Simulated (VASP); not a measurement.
Runs of VASP 6.6.1 on CsCdCl3. The structure is that of space group Pm-3m (No. 221), or close to it. The cells are those of the table. 

```csv
cell,gap on the mesh (eV),pressure (GPa)
"a = 5.278, b = 5.278, c = 5.356 Å, 5 atoms",1.42,-3.4
"a = 5.044, b = 5.044, c = 5.278 Å, 5 atoms",1.51,0.2
"a = 5.044 Å, 5 atoms",1.68,(b)
"a = 5.356 Å, 5 atoms",(c),(a)
"a = 5.122 Å, 5 atoms",1.61,0.1
```

Alike in all rows: task single point; level LDA; potentials or basis VASP PAW LDA potentials, release 64 (Cs_sv, Cd, Cl); no spin polarisation; k mesh 6 × 6 × 6; cutoff (eV) 520; smearing gaussian 0.05 eV.

Estimate the missing entries.

(a) -4.1; (b) 2.3; (c) 1.38.

Caveats: spin-orbit coupling is left out, which moves the levels of the heavy elements.

A k mesh can miss the band edges, and the runs leave out spin-orbit coupling on Cd, Cs.
